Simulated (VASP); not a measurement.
# CuMo7 (Cmmm) in VASP: notebook

Runs on CuMo7. Level: PBE. Tasks: single point, relaxation of cell and atoms.

Everything below comes from runs of VASP 6.6.1. Logs are shortened: lines on timing, memory, paths and dates and some standing lists are left out, and cuts for length are marked.

### 1 The cell of the first run

Symmetry: Cmmm, No. 65, orthorhombic system. The conventional cell has a = 3.175 Å, b = 4.349 Å, c = 17.791 Å, α = 90.00°, β = 90.00°, γ = 90.00°. Cu (site symmetry mmm) has 8 Mo at 2.65 to 3.04 Å and 6 Cu at 2.69 to 3.18 Å within 3.5 Å. Within 3.6 Å of Mo (site symmetry mm2) lie 14 Mo at 2.69 to 3.18 Å. Mo (site symmetry mmm) has 14 Mo at 2.69 to 3.18 Å within 3.6 Å. Within 3.5 Å of Mo (site symmetry mm2) lie 4 Cu at 2.65 to 3.04 Å and 10 Mo at 2.69 to 3.18 Å. Within 3.6 Å of Mo (site symmetry mm2) lie 14 Mo at 2.69 to 3.18 Å.

### 2 Single point, PBE

The input, INCAR:

```
ALGO = Fast
EDIFF = 1E-6
ENCUT = 520
GGA = PE
ISIF = 2
ISMEAR = 0
LASPH = True
LCHARG = False
LREAL = False
LWAVE = False
NBANDS = 64
NELM = 60
PREC = Accurate
SIGMA = 0.2
```

The input, KPOINTS:

```
k-points
0
Gamma
  6 6 1
```

The input, POSCAR:

```
CuMo7
1.0
    1.5875243345     -2.1747441933      0.0000000000
    1.5875243345      2.1747441933      0.0000000000
    0.0000000000      0.0000000000     17.7905560592
Cu Mo
1 7
Direct
    0.0000000000      0.0000000000      0.0000000000
    0.5000000000      0.5000000000      0.3723104539
    0.0000000000      0.0000000000      0.5000000000
    0.5000000000      0.5000000000      0.6276895461
    0.5000000000      0.5000000000      0.8807283728
    0.5000000000      0.5000000000      0.1192716272
    0.0000000000      0.0000000000      0.7549794691
    0.0000000000      0.0000000000      0.2450205309
```

Potentials or basis: VASP PAW PBE potentials, release 64 (Cu, Mo_sv).

Run with:

```sh
$ cat potpaw_PBE.64/Cu/POTCAR potpaw_PBE.64/Mo_sv/POTCAR > POTCAR
$ mpirun -np 1 vasp_std > vasp.out
```

OUTCAR:

```text
EDIFF = 1E-6
   ENCUT = 520
   GGA = PE
   ISIF = 2
   ISMEAR = 0
   LASPH = True
   LREAL = False
   NELM = 60
   PREC = Accurate

 ion  position               nearest neighbor table
   1  0.000  0.000  0.000-   5 2.65   6 2.65   5 2.65   6 2.65   5 3.04   6 3.04   5 3.04   6 3.04

   2  0.500  0.500  0.372-   8 2.77   8 2.77   3 2.77   3 2.77   8 3.14   8 3.14   3 3.14   3 3.14

   3  0.000  0.000  0.500-   2 2.77   4 2.77   2 2.77   4 2.77   2 3.14   4 3.14   2 3.14   4 3.14

   4  0.500  0.500  0.628-   7 2.77   7 2.77   3 2.77   3 2.77   7 3.14   7 3.14   3 3.14   3 3.14

   5  0.500  0.500  0.881-   1 2.65   1 2.65   7 2.74   7 2.74   1 3.04   1 3.04   7 3.12   7 3.12

   6  0.500  0.500  0.119-   1 2.65   1 2.65   8 2.74   8 2.74   1 3.04   1 3.04   8 3.12   8 3.12

   7  0.000  0.000  0.755-   5 2.74   5 2.74   4 2.77   4 2.77   5 3.12   5 3.12   4 3.14   4 3.14

   8  0.000  0.000  0.245-   6 2.74   6 2.74   2 2.77   2 2.77   6 3.12   6 3.12   2 3.14   2 3.14

  LATTYP: Found a base centered orthorhombic cell.
 ALAT       =     3.1750486690
 B/A-ratio  =     1.3698966032
 C/A-ratio  =     5.6032388520

  Lattice vectors:

 A1 = (   1.5875243345,  -2.1747441933,   0.0000000000)
 A2 = (   1.5875243345,   2.1747441933,   0.0000000000)
 A3 = (   0.0000000000,   0.0000000000,  17.7905560592)

Analysis of symmetry for initial positions (statically):
=====================================================================
 Subroutine PRICEL returns:
 Original cell was already a primitive cell.

 Routine SETGRP: Setting up the symmetry group for a
 base centered orthorhombic supercell.

 Subroutine GETGRP returns: Found  8 space group operations
 (whereof  8 operations were pure point group operations)
 out of a pool of  8 trial point group operations.

The static configuration has the point symmetry D_2h.

Analysis of symmetry for dynamics (positions and initial velocities):
=====================================================================
 Subroutine PRICEL returns:
 Original cell was already a primitive cell.

 Routine SETGRP: Setting up the symmetry group for a
 base centered orthorhombic supercell.

 Subroutine GETGRP returns: Found  8 space group operations
 (whereof  8 operations were pure point group operations)
 out of a pool of  8 trial point group operations.

The dynamic configuration has the point symmetry D_2h.

 Subroutine INISYM returns: Found  8 space group operations
 (whereof  8 operations are pure point group operations),
 and found     1 'primitive' translations

----------------------------------------------------------------------------------------

                                     Primitive cell

  volume of cell :     122.8423

  direct lattice vectors                    reciprocal lattice vectors
     1.587524335 -2.174744193  0.000000000     0.314955802 -0.229912098  0.000000000
     1.587524335  2.174744193  0.000000000     0.314955802  0.229912098  0.000000000
     0.000000000  0.000000000 17.790556059     0.000000000  0.000000000  0.056209598

  length of vectors
     2.692535203  2.692535203 17.790556059     0.389944522  0.389944522  0.056209598

  position of ions in fractional coordinates (direct lattice)
     0.000000000  0.000000000  0.000000000
     0.500000000  0.500000000  0.372310454
     0.000000000  0.000000000  0.500000000
     0.500000000  0.500000000  0.627689546
     0.500000000  0.500000000  0.880728373
     0.500000000  0.500000000  0.119271627
     0.000000000  0.000000000  0.754979469
     0.000000000  0.000000000  0.245020531

  ion indices of the primitive-cell ions
   primitive index   ion index
                 1           1
                 2           2
                 3           3
                 4           4
                 5           5
                 6           6
                 7           7
                 8           8

----------------------------------------------------------------------------------------

 KPOINTS: k-points

Automatic generation of k-mesh.
 Grid dimensions read from file:
 generate k-points for:    6    6    1

 Generating k-lattice:

  Cartesian coordinates                     Fractional coordinates (reciprocal lattice)
     0.052492634 -0.038318683  0.000000000     0.166666667  0.000000000  0.000000000
     0.052492634  0.038318683  0.000000000     0.000000000  0.166666667  0.000000000
     0.000000000  0.000000000  0.056209598     0.000000000  0.000000000  1.000000000

  Length of vectors
     0.064990754  0.064990754  0.056209598

  Shift w.r.t. Gamma in fractional coordinates (k-lattice)
     0.000000000  0.000000000  0.000000000

 Subroutine IBZKPT returns following result:
 ===========================================

 Found     13 irreducible k-points:

 Following reciprocal coordinates:
            Coordinates               Weight
  0.000000  0.000000  0.000000      1.000000
  0.166667 -0.000000  0.000000      4.000000
  0.333333 -0.000000  0.000000      4.000000
  0.500000  0.000000  0.000000      2.000000
  0.166667  0.166667  0.000000      2.000000
  0.333333  0.166667  0.000000      4.000000
  0.500000  0.166667  0.000000      4.000000
 -0.333333  0.166667  0.000000      4.000000
 -0.166667  0.166667  0.000000      2.000000
  0.333333  0.333333  0.000000      2.000000
  0.500000  0.333333  0.000000      4.000000
 -0.333333  0.333333  0.000000      2.000000
  0.500000  0.500000  0.000000      1.000000
   k-points           NKPTS =     13   k-points in BZ     NKDIM =     13   number of bands    NBANDS=     64
   number of dos      NEDOS =    301   number of ions     NIONS =      8
   total plane-waves  NPLWV =  56000
   dimension x,y,z NGX =    20 NGY =   20 NGZ =  140
   dimension x,y,z NGXF=    40 NGYF=   40 NGZF=  280
   ions per type =               1   7
   NGX,Y,Z   is equivalent  to a cutoff of  12.35, 12.35, 13.08 a.u.
   NGXF,Y,Z  is equivalent  to a cutoff of  24.70, 24.70, 26.16 a.u.
 SYSTEM =  unknown system
   PREC   = accura    normal or accurate (medium, high low for compatibility)
   ISTART =      0    job   : 0-new  1-cont  2-samecut
   ICHARG =      2    charge: 1-file 2-atom 10-const
   ISPIN  =      1    spin polarized calculation?
   LNONCOLLINEAR =      F non collinear calculations
   LSORBIT =      F    spin-orbit coupling
   LASPH  =      T    aspherical Exc in radial PAW
   ENCUT  =  520.0 eV  38.22 Ry    6.18 a.u.   5.01  5.01 33.08*2*pi/ulx,y,z
   NELM   =     60;   NELMIN=  2; NELMDL= -5     # of ELM steps
   EDIFF  = 0.1E-05   stopping-criterion for ELM
   LREAL  =      F    real-space projection
   EDIFFG = 0.1E-04   stopping-criterion for IOM
   NSW    =      0    number of steps for IOM
   IBRION =     -1    ionic relax: 0-MD 1-quasi-New 2-CG
   NFREE  =      0    steps in history (QN), initial steepest desc. (CG)
   ISIF   =      2    stress and relaxation
   ISYM   =      2    0-nonsym 1-usesym 2-fastsym
   POTIM  = 0.5000    time-step for ionic-motion
   TEBEG  =    0.0;   TEEND  =   0.0 temperature during run
   PSTRESS=    0.0 pullay stress
   NELECT =     109.0000    total number of electrons
   NUPDOWN=      -1.0000    fix difference up-down
   EMIN   =  10.00;   EMAX   =-10.00  energy-range for DOS
   EFERMI =   0.00;   METHOD = LEGACY
   ISMEAR =     0;   SIGMA  =   0.20  broadening in eV -4-tet -1-fermi 0-gaus
   EFERMI_NEDOS =   21; number of points for ismear=-14 and -15
   IALGO  =     68    algorithm
   IMIX   =      4    mixing-type and parameters
     AMIX     =   0.40;   BMIX     =  1.00
     AMIX_MAG =   1.60;   BMIX_MAG =  1.00
  volume/ion in A,a.u.               =      15.36       103.62
  Fermi-wavevector in a.u.,A,eV,Ry     =   1.573141  2.972805 33.671323  2.474772
  Thomas-Fermi vector in A             =   2.674470
   LORBIT       =      0    0 simple, 1 ext, 2 COOP (PROOUT), +10 PAW based schemes
   GGA     = PE    functional components
   LHFCALC =     F    Hartree Fock is set to
   AEXX    =    0.0000 exact exchange contribution
   IVDW    =     0    specifies the selected vdW correction
   LEPSILON=     F    determine dielectric tensor
   LRPA    =     F    only Hartree local field effects (RPA)
 non-spin polarized calculation
 RMM-DIIS sequential band-by-band and
 Gauss-broadening in eV      SIGMA  =   0.20
  energy-cutoff  :      520.00
  volume of cell :      122.84
 maximum number of plane-waves:      3332
   NGX =  9   NGY =  9   NGZ = 67

 number of electron     108.9999956 magnetization

 Free energy of the ion-electron system (eV)
  ---------------------------------------------------
  ext. energy  EPLUGINS =         0.00000000
  ---------------------------------------------------
  free energy    TOTEN  =       -79.98141472 eV

  energy without entropy =      -79.90256499  energy(sigma->0) =      -79.94198986

 E-fermi :  11.8627     XC(G=0): -13.2437

 val. band max:       11.8056397521   @ k =   0.1667  -0.0000   0.0000
 cond. band min:      11.8973143906   @ k =   0.3333   0.1667   0.0000
 fundamental gap:      0.0916746384
 Fermi energy:        11.8626944389

 k-point     1 :       0.0000    0.0000    0.0000
  band No.  band energies     occupation
      1     -49.3898      2.00000
      2     -49.3568      2.00000
      3     -49.3191      2.00000
      4     -49.2536      2.00000
      5     -49.2127      2.00000
      6     -49.1716      2.00000
[... 56 lines left out ...]
     63      13.5797      0.00000
     64      13.6546      0.00000

 k-point     2 :       0.1667   -0.0000    0.0000
  band No.  band energies     occupation
      1     -49.3395      2.00000
      2     -49.3093      2.00000
      3     -49.2770      2.00000
      4     -49.2174      2.00000
      5     -49.1822      2.00000
      6     -49.1451      2.00000
[... 726 lines left out ...]
     63      13.6176      0.00000
     64      14.1776      0.00000

 k-point    13 :       0.5000    0.5000    0.0000
  band No.  band energies     occupation
      1     -49.0918      2.00000
      2     -49.0663      2.00000
      3     -49.0437      2.00000
      4     -48.9948      2.00000
      5     -48.9695      2.00000
      6     -48.9370      2.00000
[... 56 lines left out ...]
     63      16.3559      0.00000
     64      16.5129      0.00000

------------------------ aborting loop because EDIFF is reached ----------------------------------------

  FORCE on cell =-STRESS in cart. coord.  units (eV):
  Direction    XX          YY          ZZ          XY          YZ          ZX
  --------------------------------------------------------------------------------------
  -------------------------------------------------------------------------------------
  Total        0.5329019      0.4480329      0.5787000      0.0000000      0.0000000      0.0000000
  in kB        6.9503997      5.8434908      7.5477231      0.0000000      0.0000000      0.0000000
  external PRESSURE =       6.7805378 kB  Pullay stress =       0.0000000 kB

 VOLUME and BASIS-vectors are now :
 -----------------------------------------------------------------------------
  energy-cutoff  :      520.00
  volume of cell :      122.84
      direct lattice vectors                 reciprocal lattice vectors
     1.587524335 -2.174744193  0.000000000     0.314955802 -0.229912098  0.000000000
     1.587524335  2.174744193  0.000000000     0.314955802  0.229912098  0.000000000
     0.000000000  0.000000000 17.790556059     0.000000000  0.000000000  0.056209598

 POSITION                                       TOTAL-FORCE (eV/Angst)
 -----------------------------------------------------------------------------------
      0.00000      0.00000      0.00000        -0.000000      0.000000      0.000000
      1.58752      0.00000      6.62361         0.000000      0.000000     -0.001685
      0.00000      0.00000      8.89528        -0.000000      0.000000      0.000000
      1.58752      0.00000     11.16695        -0.000000      0.000000      0.001685
      1.58752      0.00000     15.66865        -0.000000      0.000000     -0.017437
      1.58752      0.00000      2.12191        -0.000000      0.000000      0.017437
      0.00000      0.00000     13.43150        -0.000000      0.000000     -0.000676
      0.00000      0.00000      4.35905         0.000000      0.000000      0.000676
 -----------------------------------------------------------------------------------
    total drift:                                0.000000     -0.000000      0.000000

  FREE ENERGIE OF THE ION-ELECTRON SYSTEM (eV)
  ---------------------------------------------------
  free  energy   TOTEN  =       -79.9814147227 eV

  energy  without entropy=      -79.9025649917  energy(sigma->0) =      -79.94198986
```

Wall time 3.5 min (1 thread of Intel Xeon 6975P-C (Granite Rapids), shared host); peak memory 0.26 GiB.

What came out:

```yaml
Free_energy: -79.9814 eV
Pressure: 0.7 GPa
Largest_force: 0.017 eV/Å
Band_gap_on_the_k_mesh: zero (an odd number of electrons rules out a gap without spin polarisation)
```

Forces in eV/Å, atoms in the order of the input:
```
Cu   0.000  0.000  0.000
Mo   0.000  0.000 -0.002
Mo   0.000  0.000  0.000
Mo   0.000  0.000  0.002
Mo   0.000  0.000 -0.017
Mo   0.000  0.000  0.017
Mo   0.000  0.000 -0.001
Mo   0.000  0.000  0.001
```

Stress tensor (GPa, compression positive):
```
0.70 0.00 0.00
0.00 0.58 0.00
0.00 0.00 0.75
```

Levels at points of the mesh, in eV from the Fermi level:
| k point | band 53 | band 54 | band 55 | band 56 | band 57 | band 58 |
| --- | --- | --- | --- | --- | --- | --- |
| (0.00, 0.00, 0.00) | -0.86 | -0.48 | -0.26 | -0.16 | 0.42 | 1.23 |
| (0.50, 0.00, 0.00) | 0.33 | 1.26 | 1.47 | 1.56 | 1.58 | 1.61 |
| (0.50, 0.50, 0.00) | 0.90 | 0.98 | 1.08 | 1.40 | 1.46 | 1.58 |

Caveat: the k points lie up to 0.41 Å⁻¹ apart, too coarse for converged energies and pressures of a metal.

(Part 1 of 2 ends here.)

The gap in the log of VASP goes by the Fermi energy; the results here count the filled bands.